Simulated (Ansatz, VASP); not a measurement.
# PbSe in VASP and in Ansatz

```
Pb Se
1.0
     0.00000    3.08870    3.21225
     3.08870    0.00000    3.21225
     3.08870    3.08870    0.00000
Pb Se
1 1
Direct
  0.00000 0.00000 0.00000
  0.50000 0.50000 0.50000
```

Change from the starting cell: uniaxial_z strain +4.0%.

Alike in both runs: task single point; functional PBE; k mesh 8 × 8 × 8; occupations fermi-dirac, width 0.02 eV; no spin polarisation.

|  | VASP | Ansatz |
| --- | --- | --- |
| version | VASP 6.6.1 | Ansatz 0.2.0 |
| potentials or method | VASP PAW PBE potentials, release 64 (Pb_d, Se) | plane waves, PAW |
| plane-wave cutoff (eV) | 520 | 420 |
| valence electrons in the cell | 20 | 30 |

|  | VASP | Ansatz | Ansatz less VASP |
| --- | --- | --- | --- |
| pressure (GPa) | -0.7 | -0.7 | +0.02 |
| traceless stress, the component that is largest in VASP (GPa) | -2.26 | -2.26 | +0.007 |

VASP's potentials hold 20 valence electrons a cell and Ansatz's 30, so a difference there can come from the potentials and not from the codes.

Neither program's run includes spin-orbit coupling.
